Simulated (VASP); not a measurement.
# BeTe: single point with PBE

BeTe:

```
Te Be
1.0
     0.00000    2.77000    2.77000
     2.77000    0.00000    2.77000
     2.77000    2.77000    0.00000
Te Be
1 1
Direct
  0.75000 0.75000 0.75000
  0.00000 0.00000 0.00000
```

* Program: VASP 6.6.1
* Task: single point
* Functional: PBE
* Potentials or basis: VASP PAW PBE potentials, release 64 (Te, Be)
* Cutoff: 520 eV
* k mesh: 6 × 6 × 6
* Occupations: fermi-dirac, width 0.02 eV
* Spin: no spin polarisation
* Dipole correction: no
* Further INCAR settings: ALGO = Normal; EDIFF = 1e-06; NBANDS = 11

```
Pressure               : 4.5 GPa
Band gap on the k mesh : 1.85 eV, indirect (least direct gap 3.56 eV)
```

Levels at points of the mesh, in eV from the valence-band top:
```csv
k point,band 2,band 3,band 4,band 5,band 6,band 7
"(0.00, 0.00, 0.00)",0.00,0.00,0.00,3.56,3.56,3.56
"(0.50, 0.00, 0.00)",-5.87,-1.22,-1.22,3.21,4.56,4.56
"(0.50, 0.50, 0.00)",-5.39,-2.84,-2.84,1.85,2.59,10.02
```

It took 5.2 s on 1 thread of Intel(R) Xeon(R) 6975P-C (Granite Rapids) (shared host), peak memory 0.16 GiB.

Caveat: spin-orbit coupling is left out, which moves the levels of the heavy elements. A k mesh can miss the band edges.
